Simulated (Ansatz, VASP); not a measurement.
**Si7Ge: VASP beside Ansatz**

INCAR

```
SYSTEM = Si7Ge
ALGO     = Normal         ! electronic algorithm
EDIFF    = 1E-6           ! SCF threshold, eV
ENCUT    = 520            ! plane-wave cutoff, eV
GGA      = PS             ! functional
ISIF     = 2              ! what is computed and relaxed
ISMEAR   = 0              ! smearing method
LASPH    = .True.         ! aspherical terms in the spheres
LCHARG   = .False.        ! write CHGCAR
LREAL    = .False.        ! projectors in reciprocal space
LWAVE    = .False.        ! write WAVECAR
NBANDS   = 31             ! bands
NELM     = 100            ! most SCF steps
PREC     = Accurate       ! precision mode
SIGMA    = 0.03           ! smearing width, eV
```

KPOINTS

```
k-points
0
Gamma
  6 6 6
  0 0 0
```

File POSCAR:

```
Si7Ge
1.0
    5.4591768100      0.0000000000      0.0000000000
    0.0000000000      5.4591768100      0.0000000000
    0.0000000000      0.0000000000      5.4591768100
Si Ge
7 1
Direct
    0.2320317160      0.2320317160      0.2320317160
    0.0301484125      0.5054936548      0.5054936548
    0.5054936548      0.5054936548      0.0301484125
    0.5054936548      0.0301484125      0.5054936548
    0.7525026386      0.2833642884      0.7525026386
    0.7525026386      0.7525026386      0.2833642884
    0.2833642884      0.7525026386      0.7525026386
   -0.0237954943     -0.0237954943     -0.0237954943
```

Input for Ansatz:

```yaml
crystal:
  lattice:
    - [5.45917681, 0.0, 0.0]
    - [0.0, 5.45917681, 0.0]
    - [0.0, 0.0, 5.45917681]
  atoms:
    - { symbol: Si, position: [0.232031716, 0.232031716, 0.232031716] }
    - { symbol: Si, position: [0.0301484125, 0.5054936548, 0.5054936548] }
    - { symbol: Si, position: [0.5054936548, 0.5054936548, 0.0301484125] }
    - { symbol: Si, position: [0.5054936548, 0.0301484125, 0.5054936548] }
    - { symbol: Si, position: [0.7525026386, 0.2833642884, 0.7525026386] }
    - { symbol: Si, position: [0.7525026386, 0.7525026386, 0.2833642884] }
    - { symbol: Si, position: [0.2833642884, 0.7525026386, 0.7525026386] }
    - { symbol: Ge, position: [-0.0237954943, -0.0237954943, -0.0237954943] }
basis:
  ecutwfc: 420
kpoints:
  mp_grid: { grid: [6, 6, 6] }
hamiltonian:
  xc: pbesol
scf:
  occupations: { method: gaussian, width: 0.03 }
output:
  forces: true
  stress: true
  eigenvalues: true
```

Change from the starting cell: mode 4 (110.9 1/cm) frozen in, largest displacement -0.225 Å.

Alike in both runs: task single point; functional PBEsol; k mesh 6 × 6 × 6; occupations gaussian, width 0.03 eV; no spin polarisation.

|  | VASP | Ansatz |
| --- | --- | --- |
| version | VASP 6.6.1 | Ansatz 0.2.0 |
| potentials or method | VASP PAW PBE potentials, release 64 (Si, Ge_d), cutoff 520 eV | scalar-relativistic, plane waves, PAW |
| valence electrons in the cell | 42 | 42 |

Ansatz gave:

| Quantity | Value |
| --- | --- |
| gap on the k mesh at the Fermi level (eV) | 0.18 |
| least direct gap on the mesh (eV) | 0.18 |
| pressure (GPa) | -1.1 |
| rms of the force components (eV/Å) | 0.209 |

Problem. Estimate VASP's values.

Solution. gap on the k mesh at the Fermi level (eV): 0.18; least direct gap on the mesh (eV): 0.18; pressure (GPa): -1.0; rms of the force components (eV/Å): 0.209.

VASP's potentials were made for PBE, not for PBEsol. Atom by atom the forces differ by 0.003 eV/Å (rms over components).
